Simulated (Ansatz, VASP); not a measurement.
**Two plane-wave programs on ZrB2**

The input INCAR:

```
SYSTEM = ZrB2
PREC = Accurate
ENCUT = 600
EDIFF = 1E-6
ISMEAR = -1
SIGMA = 0.15
LREAL = .FALSE.
LASPH = .TRUE.
NELM = 80
ALGO = Normal
ISIF = 3
LWAVE = .FALSE.
LCHARG = .FALSE.
GGA = PE
IBRION = 2
NSW = 80
EDIFFG = -0.001
```

The input KPOINTS:

```
regular mesh
0
G
  15 15 12
  0 0 0
```

File POSCAR:

```
ZrB2
1.0
    3.1709892898      0.0000000000      0.0000000000
   -1.5854946449      2.7461572801      0.0000000000
    0.0000000000      0.0000000000      3.5427948885
Zr B
1 2
Direct
    0.0000000000      0.0000000000      0.0000000000
    0.3333333333      0.6666666667      0.5000000000
    0.6666666667      0.3333333333      0.5000000000
```

Input for Ansatz:

```yaml
crystal:
  lattice:
    - [3.1709892898, 0.0, 0.0]
    - [-1.5854946449, 2.7461572801, 0.0]
    - [0.0, 0.0, 3.5427948885]
  atoms:
    - { symbol: Zr, position: [0.0, 0.0, 0.0] }
    - { symbol: B, position: [0.3333333333, 0.6666666667, 0.5] }
    - { symbol: B, position: [0.6666666667, 0.3333333333, 0.5] }
basis:
  ecutwfc: 420
kpoints:
  mp_grid: { grid: [15, 15, 12] }
hamiltonian:
  xc: pbe
  pseudopotentials: { kind: paw, azcp: { folder: soft_1 } }
scf:
  occupations: { method: fermi_dirac, width: 0.15 }
output:
  forces: true
  stress: true
  eigenvalues: true
  write_density: true
  write_potential: true
  elf: true
  volumetric_format: npy
relax:
  adjacent_minimum: "off"
  f_tol: 0.001
  max_steps: 60
  cell: { stress_tol: 0.01 }
```

Alike in both runs: task relaxation of cell and atoms; functional PBE; k mesh 15 × 15 × 12; occupations fermi-dirac, width 0.15 eV; no spin polarisation.

|  | VASP | Ansatz |
| --- | --- | --- |
| version | VASP 6.6.1 | Ansatz 0.2.0 |
| potentials or method | VASP PAW PBE potentials, release 64 (Zr_sv, B), cutoff 600 eV | scalar-relativistic, plane waves, PAW |
| valence electrons in the cell | 18 | 18 |

VASP gave:

| Property | Result |
| --- | --- |
| gap on the k mesh at the Fermi level, each at its own relaxed structure (eV) | none |
| relaxed volume (Å³/atom) | 10.29 |
| relaxed length of the cell vector where the two differ most in proportion (Å) | 3.543 |

Task: Which values does Ansatz return?

Result: gap on the k mesh at the Fermi level, each at its own relaxed structure (eV): none; relaxed volume (Å³/atom): 10.29; relaxed length of the cell vector where the two differ most in proportion (Å): 3.542.

A gap of «none» marks a metal or a gap that the smearing closes.
